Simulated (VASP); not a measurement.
# GaAs (F-43m) in VASP: single point with r2SCAN

Aim: the single point of GaAs with r2SCAN.

Program: VASP 6.6.1. These are calculated values, not measurements. Logs are shortened: lines on timing, memory, paths and dates and some standing lists are left out, and cuts for length are marked.

## (1) The cell of the first run

The structure is cubic, space group F-43m (No. 216). Conventional cell: a = 5.750 Å, b = 5.750 Å, c = 5.750 Å, α = 90.00°, β = 90.00°, γ = 90.00°. Within 3.3 Å of Ga (site symmetry -43m) lie 4 As at 2.49 Å. As (site symmetry -43m) has 4 Ga at 2.49 Å within 3.3 Å.

## (2) Single point, r2SCAN

The input, POSCAR:

```
GaAs
1.0
    0.0000000000      2.8750910500      2.8750910500
    2.8750910500      0.0000000000      2.8750910500
    2.8750910500      2.8750910500      0.0000000000
Ga As
1 1
Direct
    0.0000000000      0.0000000000      0.0000000000
    0.7500000000      0.7500000000      0.7500000000
```

The input, INCAR.step1:

```
SYSTEM = GaAs
PREC = Accurate
ENCUT = 520
ISMEAR = 0
SIGMA = 0.1
LREAL = .False.
LASPH = .True.
NELM = 60
NBANDS = 16
GGA = PE
ALGO = Normal
EDIFF = 1E-4
LWAVE = .True.
LCHARG = .False.
```

The input, INCAR.step2:

```
SYSTEM = GaAs
PREC = Accurate
ENCUT = 520
EDIFF = 1E-6
ISMEAR = 0
SIGMA = 0.1
LREAL = .False.
LASPH = .True.
NELM = 60
ALGO = Normal
ISIF = 2
LWAVE = .False.
LCHARG = .True.
METAGGA = R2SCAN
LMIXTAU = .True.
LELF = .True.
LVHAR = .True.
NBANDS = 16
ISTART = 1
```

The input, KPOINTS:

```
regular mesh
0
Gamma
  6 6 6
  0 0 0
```

Potentials or basis: VASP PAW PBE potentials, release 64 (Ga_d, As).

On the command line:

```console
$ cat potpaw_PBE.64/Ga_d/POTCAR potpaw_PBE.64/As/POTCAR > POTCAR
$ cp INCAR.step1 INCAR
$ mpirun -np 1 vasp_std > vasp.out
$ cp INCAR.step2 INCAR
$ mpirun -np 1 vasp_std > vasp.out
```

OUTCAR:

```text
SYSTEM = GaAs
   PREC = Accurate
   ENCUT = 520
   EDIFF = 1E-6
   ISMEAR = 0
   LREAL = .False.
   LASPH = .True.
   NELM = 60
   ISIF = 2
   METAGGA = R2SCAN
   ISTART = 1

 ion  position               nearest neighbor table
   1  0.000  0.000  0.000-   2 2.49   2 2.49   2 2.49   2 2.49
   2  0.750  0.750  0.750-   1 2.49   1 2.49   1 2.49   1 2.49

  LATTYP: Found a face centered cubic cell.
 ALAT       =     5.7501821000

  Lattice vectors:

 A1 = (   0.0000000000,   2.8750910500,   2.8750910500)
 A2 = (   2.8750910500,   0.0000000000,   2.8750910500)
 A3 = (   2.8750910500,   2.8750910500,   0.0000000000)

Analysis of symmetry for initial positions (statically):
=====================================================================
 Subroutine PRICEL returns:
 Original cell was already a primitive cell.

 Routine SETGRP: Setting up the symmetry group for a
 face centered cubic supercell.

 Subroutine GETGRP returns: Found 24 space group operations
 (whereof 24 operations were pure point group operations)
 out of a pool of 48 trial point group operations.

The static configuration has the point symmetry T_d .

Analysis of symmetry for dynamics (positions and initial velocities):
=====================================================================
 Subroutine PRICEL returns:
 Original cell was already a primitive cell.

 Routine SETGRP: Setting up the symmetry group for a
 face centered cubic supercell.

 Subroutine GETGRP returns: Found 24 space group operations
 (whereof 24 operations were pure point group operations)
 out of a pool of 48 trial point group operations.

The dynamic configuration has the point symmetry T_d .

 Subroutine INISYM returns: Found 24 space group operations
 (whereof 24 operations are pure point group operations),
 and found     1 'primitive' translations

----------------------------------------------------------------------------------------

                                     Primitive cell

  volume of cell :      47.5319

  direct lattice vectors                    reciprocal lattice vectors
     0.000000000  2.875091050  2.875091050    -0.173907536  0.173907536  0.173907536
     2.875091050  0.000000000  2.875091050     0.173907536 -0.173907536  0.173907536
     2.875091050  2.875091050  0.000000000     0.173907536  0.173907536 -0.173907536

  length of vectors
     4.065992756  4.065992756  4.065992756     0.301216688  0.301216688  0.301216688

[... 70 lines left out ...]
   NELM   =     60;   NELMIN=  2; NELMDL=  0     # of ELM steps
   EDIFF  = 0.1E-05   stopping-criterion for ELM
   LREAL  =      F    real-space projection
   EDIFFG = 0.1E-04   stopping-criterion for IOM
   NSW    =      0    number of steps for IOM
   IBRION =     -1    ionic relax: 0-MD 1-quasi-New 2-CG
   NFREE  =      0    steps in history (QN), initial steepest desc. (CG)
   ISIF   =      2    stress and relaxation
   ISYM   =      2    0-nonsym 1-usesym 2-fastsym
   POTIM  = 0.5000    time-step for ionic-motion
   TEBEG  =    0.0;   TEEND  =   0.0 temperature during run
   PSTRESS=    0.0 pullay stress
   NELECT =      18.0000    total number of electrons
   NUPDOWN=      -1.0000    fix difference up-down
   EMIN   =  10.00;   EMAX   =-10.00  energy-range for DOS
   EFERMI =   0.00;   METHOD = LEGACY
   ISMEAR =     0;   SIGMA  =   0.10  broadening in eV -4-tet -1-fermi 0-gaus
   EFERMI_NEDOS =   21; number of points for ismear=-14 and -15
   IALGO  =     38    algorithm
   IMIX   =      4    mixing-type and parameters
     AMIX     =   0.40;   BMIX     =  1.00
     AMIX_MAG =   1.60;   BMIX_MAG =  1.00
  volume/ion in A,a.u.               =      23.77       160.38
  Fermi-wavevector in a.u.,A,eV,Ry     =   1.184415  2.238221 19.086796  1.402840
  Thomas-Fermi vector in A             =   2.320630
   LORBIT       =      0    0 simple, 1 ext, 2 COOP (PROOUT), +10 PAW based schemes
   METAGGA = R2SCAN    functional components
   LHFCALC =     F    Hartree Fock is set to
   AEXX    =    0.0000 exact exchange contribution
   IVDW    =     0    specifies the selected vdW correction
   LEPSILON=     F    determine dielectric tensor
   LRPA    =     F    only Hartree local field effects (RPA)
 non-spin polarized calculation
 Gauss-broadening in eV      SIGMA  =   0.10
  energy-cutoff  :      520.00
  volume of cell :       47.53
 maximum number of plane-waves:      1303
   NGX = 15   NGY = 15   NGZ = 15

 number of electron      17.9999988 magnetization

 Free energy of the ion-electron system (eV)
  ---------------------------------------------------
  ext. energy  EPLUGINS =         0.00000000
  ---------------------------------------------------
  free energy    TOTEN  =       -27.01785073 eV

  energy without entropy =      -27.01785059  energy(sigma->0) =      -27.01785066

 E-fermi :   3.5247     XC(G=0): -10.0109

 val. band max:        3.2195125440   @ k =   0.0000   0.0000   0.0000
 cond. band min:       3.8121913686   @ k =   0.0000   0.0000   0.0000
 fundamental gap:      0.5926788246
 Fermi energy:         3.5246578336

 k-point     1 :       0.0000    0.0000    0.0000
  band No.  band energies     occupation
      1     -11.9472      2.00000
      2     -11.9472      2.00000
      3     -11.9472      2.00000
      4     -11.8700      2.00000
      5     -11.8700      2.00000
      6      -9.6263      2.00000
[... 281 lines left out ...]
      3     -11.9057      2.00000
      4     -11.8832      2.00000
      5     -11.8633      2.00000
      6      -7.1856      2.00000
[... 8 lines left out ...]
     15      15.7374      0.00000
     16      17.0252      0.00000

------------------------ aborting loop because EDIFF is reached ----------------------------------------

  FORCE on cell =-STRESS in cart. coord.  units (eV):
  Direction    XX          YY          ZZ          XY          YZ          ZX
  --------------------------------------------------------------------------------------
  -------------------------------------------------------------------------------------
  Total       -0.8358629     -0.8358629     -0.8358629      0.0000000      0.0000000      0.0000000
  in kB      -28.1747979    -28.1747979    -28.1747979      0.0000000      0.0000000      0.0000000
  external PRESSURE =     -28.1747979 kB  Pullay stress =       0.0000000 kB

 VOLUME and BASIS-vectors are now :
 -----------------------------------------------------------------------------
  energy-cutoff  :      520.00
  volume of cell :       47.53
      direct lattice vectors                 reciprocal lattice vectors
     0.000000000  2.875091050  2.875091050    -0.173907536  0.173907536  0.173907536
     2.875091050  0.000000000  2.875091050     0.173907536 -0.173907536  0.173907536
     2.875091050  2.875091050  0.000000000     0.173907536  0.173907536 -0.173907536

 POSITION                                       TOTAL-FORCE (eV/Angst)
 -----------------------------------------------------------------------------------
      0.00000      0.00000      0.00000         0.000000     -0.000000     -0.000000
      4.31264      4.31264      4.31264        -0.000000      0.000000      0.000000
 -----------------------------------------------------------------------------------
    total drift:                                0.000002      0.000002      0.000002

  FREE ENERGIE OF THE ION-ELECTRON SYSTEM (eV)
  ---------------------------------------------------
  free  energy   TOTEN  =       -27.0178507264 eV

  energy  without entropy=      -27.0178505885  energy(sigma->0) =      -27.01785066
```

It took 25 s on 1 thread of Intel Xeon 6975P-C (Granite Rapids), shared host; peak memory 0.17 GiB.

What came out:

- Free energy: -27.0179 eV
- Pressure: -2.8 GPa
- Band gap on the k mesh: 0.59 eV, direct

Levels at points of the mesh, in eV from the valence-band top:
```
           k point  band 6  band 7  band 8  band 9  band 10  band 11  band 12  band 13
(0.00, 0.00, 0.00)  -12.85    0.00    0.00    0.00     0.59     4.02     4.02     4.02
(0.50, 0.00, 0.00)  -11.15   -6.54   -1.11   -1.11     1.20     4.96     4.96     8.21
(0.50, 0.50, 0.00)  -10.44   -6.76   -2.60   -2.60     1.84     1.96    10.44    10.44
```

Caveat: the PAW data sets were made with another functional, which shifts forces and pressure a little. r2SCAN opens gaps a little over a GGA but as a rule still falls short of measured ones.
